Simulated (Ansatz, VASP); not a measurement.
## In in VASP and in Ansatz

```
CELL_PARAMETERS angstrom
-1.60417 1.60417 2.44051
1.60417 -1.60417 2.44051
1.60417 1.60417 -2.44051
ATOMIC_POSITIONS crystal
In 0.00000 0.00000 0.00000
```

Change from the starting cell: volume scaled by 0.96.

Alike in both runs: task single point; functional LDA; k mesh 14 × 14 × 14; occupations fermi-dirac, width 0.05 eV; no spin polarisation.

```csv
,VASP,Ansatz
version,VASP 6.6.1,Ansatz 0.2.0
potentials or method,"VASP PAW LDA potentials, release 64 (In_d), cutoff 520 eV","all-electron LAPW, scalar-relativistic"
```

|  | VASP | Ansatz | Ansatz less VASP |
| --- | --- | --- | --- |
| pressure (GPa) | -1.0 | -1.0 | -0.01 |
| traceless stress, the component that is largest in VASP (GPa) | 0.35 | 0.35 | -0.006 |

LDA's correlation is that of Perdew and Zunger in VASP and of Perdew and Wang (1992) in Ansatz. Ansatz ran all-electron here, and VASP with PAW potentials.
